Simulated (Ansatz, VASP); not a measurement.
**CdC3 in VASP and in Ansatz**

```
Cd C
1.0
     3.55639    0.00000    0.00000
     0.00000    3.55639    0.00000
     0.00000    0.00000    3.51983
Cd C
1 3
Direct
  0.00000 0.00000 0.00000
  0.00000 0.50000 0.50000
  0.50000 0.00000 0.50000
  0.50000 0.50000 0.00000
```

Alike in both runs: task relaxation of cell and atoms; functional PBE; k mesh 14 × 14 × 14; occupations gaussian, width 0.1 eV; no spin polarisation.

|  | VASP | Ansatz |
| --- | --- | --- |
| version | VASP 6.6.1 | Ansatz 0.2.0 |
| potentials or method | VASP PAW PBE potentials, release 64 (Cd, C), cutoff 600 eV | scalar-relativistic, plane waves, PAW |
| valence electrons in the cell | 24 | 32 |

|  | VASP | Ansatz | Ansatz less VASP |
| --- | --- | --- | --- |
| gap on the k mesh at the Fermi level, each at its own relaxed structure (eV) | none | none | - |
| relaxed volume (Å³/atom) | 11.09 | 11.01 | -0.082 |
| relaxed length of the cell vector where the two differ most in proportion (Å) | 3.551 | 3.534 | -0.0172 |

A gap of «none» marks a metal or a gap that the smearing closes. VASP's potentials hold 24 valence electrons a cell and Ansatz's 32, so a difference there can come from the potentials and not from the codes.
